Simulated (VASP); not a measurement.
A run of VASP 6.6.1 is set up as follows.

File INCAR:

```
PREC = Accurate
ENCUT = 600
EDIFF = 1E-7
ISMEAR = -1
SIGMA = 0.05
LREAL = F
LASPH = T
NELM = 100
ALGO = Normal
ISIF = 3
LWAVE = F
LCHARG = F
GGA = PE
IVDW = 13
IBRION = 2
NSW = 60
EDIFFG = -0.01
```

File KPOINTS:

```
Automatic mesh
0
Gamma
  8 8 8
```

File POSCAR:

```
CdS
1.0
    0.0000000000      2.9165000000      2.9165000000
    2.9165000000      0.0000000000      2.9165000000
    2.9165000000      2.9165000000      0.0000000000
Cd S
1 1
Direct
    0.0000000000      0.0000000000      0.0000000000
    0.7500000000      0.7500000000      0.7500000000
```

Potentials or basis: VASP PAW PBE potentials, release 64 (Cd, S).

Run with:

```bash
$ cat potpaw_PBE.64/Cd/POTCAR potpaw_PBE.64/S/POTCAR > POTCAR
$ mpirun -np 1 vasp_std > vasp.out
```

Question: Predict the dispersion energy per atom.

Answer: -0.309 eV.

Question: Estimate the space group after relaxing (to 0.05 Å).

Answer: F-43m (No. 216).

Question: What does it give for the band gap on the k mesh?

Answer: 1.12 eV, direct.

Step by step:
```
step  energy change (eV)  largest force (eV/Å)  pressure (GPa)  volume (Å³)
   1              0.0000                0.0000            0.95        49.62
   2             -0.0019                0.0000           -0.34        50.68
   3             -0.0022                0.0000            0.02        50.38
```

Expect the measured gap to be larger: semilocal functionals such as PBE lack the derivative discontinuity. Zero-point motion and thermal expansion aren't in these numbers.
